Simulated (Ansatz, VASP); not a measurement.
**Au in VASP and in Ansatz**

File INCAR:

```
SYSTEM = Au
PREC = Accurate
ENCUT = 520
EDIFF = 1E-6
ISMEAR = 0
SIGMA = 0.15
LREAL = .False.
LASPH = .True.
NELM = 60
ALGO = Fast
ISIF = 2
LWAVE = .False.
LCHARG = .False.
GGA = PS
NBANDS = 12
```

Contents of KPOINTS:

```
Automatic mesh
0
Gamma
  26 26 26
  0 0 0
```

POSCAR

```
Au
1.0
    0.0000000000      1.9806763535      2.0419343851
    1.9806763535      0.0000000000      2.0419343851
    1.9806763535      1.9806763535      0.0000000000
Au
1
Direct
    0.0000000000      0.0000000000      0.0000000000
```

Input for Ansatz:

```yaml
crystal:
  lattice:
    - [0.0, 1.9806763535, 2.0419343851]
    - [1.9806763535, 0.0, 2.0419343851]
    - [1.9806763535, 1.9806763535, 0.0]
  atoms:
    - { symbol: Au, position: [0.0, 0.0, 0.0] }
basis:
  ecutwfc: 420
kpoints:
  mp_grid: { grid: [26, 26, 26] }
hamiltonian:
  xc: pbesol
scf:
  occupations: { method: gaussian, width: 0.15 }
output:
  forces: true
  stress: true
  eigenvalues: true
```

Change from the starting cell: strain -0.030 along x and y, +0.000 along z, atoms carried along.

Alike in both runs: task single point; functional PBEsol; k mesh 26 × 26 × 26; occupations gaussian, width 0.15 eV; no spin polarisation.

```csv
,VASP,Ansatz
version,VASP 6.6.1,Ansatz 0.2.0
potentials or method,"VASP PAW PBE potentials, release 64 (Au), cutoff 520 eV","scalar-relativistic, plane waves, PAW"
valence electrons in the cell,11,19
```

Ansatz gave:

* gap on the k mesh at the Fermi level (eV): none
* pressure (GPa): 12.6
* traceless stress, the component that is largest in VASP (GPa): -0.92

Q: What did VASP give for the same quantities?

A: gap on the k mesh at the Fermi level (eV): none; pressure (GPa): 12.3; traceless stress, the component that is largest in VASP (GPa): -0.92.

VASP's potentials were made for PBE, not for PBEsol. A gap of «none» marks a metal or a gap that the smearing closes. The functional is the same, so the differences come from potentials, cutoffs and numerics. VASP's potentials hold 11 valence electrons a cell and Ansatz's 19, so a difference there can come from the potentials and not from the codes.

Neither program's run includes spin-orbit coupling.
